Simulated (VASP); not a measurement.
Write the native input for VASP 6.6.1 that does the following.

```yaml
Task: single point
Functional: PBE
Potentials_or_basis: VASP PAW PBE potentials, release 64 (Zr_sv, B)
Cutoff: 520 eV
k_mesh: 4 × 4 × 6
Occupations: gaussian, width 0.1 eV
Spin: no spin polarisation
Dipole_correction: no
Further_INCAR_settings: ALGO = Normal; EDIFF = 1e-06; NBANDS = 34
```

The structure of Zr4B lies in POSCAR:

```
Zr4B
1.0
    3.3074709600     -3.4730740600      0.0000000000
    3.3074709600      3.4730740600      0.0000000000
    0.0000000000      0.0000000000      2.9700079600
Zr B
4 1
Direct
    0.8105999900      0.1894000100      0.5000000000
    0.1894000100      0.8105999900      0.5000000000
    0.2852000000      0.2852000000      0.0000000000
    0.7148000000      0.7148000000      0.0000000000
    0.0000000000      0.0000000000      0.0000000000
```

These files were run (other wordings do the same):

INCAR

```
SYSTEM = Zr4B
PREC = Accurate ; ENCUT = 520
EDIFF = 1E-6 ; ISMEAR = 0
SIGMA = 0.1 ; LREAL = .False.
LASPH = .True. ; NELM = 60
ALGO = Normal ; ISIF = 2
LWAVE = .False. ; LCHARG = .True.
GGA = PE ; LELF = .True.
LVHAR = .True. ; NBANDS = 34
```

KPOINTS

```
regular mesh
0
Gamma
  4 4 6
  0 0 0
```

Potentials or basis: VASP PAW PBE potentials, release 64 (Zr_sv, B).

Run with:

```console
$ cat potpaw_PBE.64/Zr_sv/POTCAR potpaw_PBE.64/B/POTCAR > POTCAR
$ mpirun -np 1 vasp_std > vasp.out
```

Results of the run:

```yaml
Pressure: 104.2 GPa
Largest_force: 10.306 eV/Å
```

Caveat: forces of over 1 eV/Å act on the atoms, so gaps and moduli don't describe the material at rest.

It took 42 s on 1 thread of Intel(R) Xeon(R) Platinum 8488C (Sapphire Rapids) (shared host), peak memory 0.2 GiB.
